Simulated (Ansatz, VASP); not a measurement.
## Ni in VASP and in Ansatz

Contents of INCAR:

```
PREC     = Accurate       # precision mode
ENCUT    = 520            # plane-wave cutoff, eV
EDIFF    = 1E-7           # SCF threshold, eV
ISMEAR   = -1             # smearing method
SIGMA    = 0.05           # smearing width, eV
LREAL    = F              # projectors in reciprocal space
LASPH    = T              # aspherical terms in the spheres
NELM     = 150            # most SCF steps
ALGO     = Normal         # electronic algorithm
ISIF     = 2              # what is computed and relaxed
LWAVE    = F              # write WAVECAR
LCHARG   = F              # write CHGCAR
ISPIN    = 2              # spin polarisation
MAGMOM   = 0.657 0.657 0.669 0.669 # initial moments
LORBIT   = 11             # projections on sites
LMAXMIX  = 4              # l up to which the mixer works
GGA      = PS             # functional
NBANDS   = 32             # bands
```

File KPOINTS:

```
regular mesh
0
Gamma
  17 17 5
```

Contents of POSCAR:

```
Ni
1.0
    2.3447224800      0.0000000000      0.0000000000
   -1.1723612400      2.0305892325      0.0000000000
    0.0000000000      0.0000000000      7.6831881987
Ni
4
Direct
    1.0000000000      1.0000000000      0.0000000000
    1.0000000000      1.0000000000      0.5000000000
    0.3333333333      0.6666666667      0.2500000000
    0.6666666667      0.3333333333      0.7500000000
```

Input for Ansatz:

```yaml
crystal:
  lattice:
    - [2.34472248, 0.0, 0.0]
    - [-1.17236124, 2.0305892325, 0.0]
    - [0.0, 0.0, 7.6831881987]
  atoms:
    - { symbol: Ni, position: [1.0, 1.0, 0.0], spin: 0.657 }
    - { symbol: Ni, position: [1.0, 1.0, 0.5], spin: 0.657 }
    - { symbol: Ni, position: [0.3333333333, 0.6666666667, 0.25], spin: 0.669 }
    - { symbol: Ni, position: [0.6666666667, 0.3333333333, 0.75], spin: 0.669 }
hamiltonian:
  xc: pbesol
  pseudopotentials:
    kind: paw
    azcp:
      Ni: "pseudopotentials/Ni.paw.azcp"
basis:
  ecutwfc: 420
  fft_grid_basis: typed
kpoints:
  mp_grid: { grid: [17, 17, 5], shift: [0, 0, 0] }
magnetization:
  spin_polarized: true
scf:
  occupations: { method: fermi_dirac, width: 0.05 }
  lower_state_search: "off"
output:
  stress: true
  write_density: true
  write_potential: true
  elf: true
  volumetric_format: npy
```

Alike in both runs: task single point; functional PBEsol; k mesh 17 × 17 × 5; occupations fermi-dirac, width 0.05 eV; collinear spin.

|  | VASP | Ansatz |
| --- | --- | --- |
| version | VASP 6.6.1 | Ansatz 0.2.0 |
| potentials or method | VASP PAW PBE potentials, release 64 (Ni), cutoff 520 eV | plane waves (420 eV) with PAW, scalar-relativistic |
| valence electrons in the cell | 40 | 72 |

|  | VASP | Ansatz | Ansatz less VASP |
| --- | --- | --- | --- |
| net moment per atom (μB) | 0.57 | 0.58 | +0.011 |
| size of the moment on the site where the two differ most (μB) | 0.57 | 0.62 | +0.045 |

VASP's potentials were made for PBE, not for PBEsol, and Ansatz warns of the same on its side. Site moments also hang on the region over which each program counts them. With one functional, cell and mesh, what is left measures potentials, basis and numerics. VASP's potentials hold 40 valence electrons a cell and Ansatz's 72, so a difference there can come from the potentials and not from the codes.
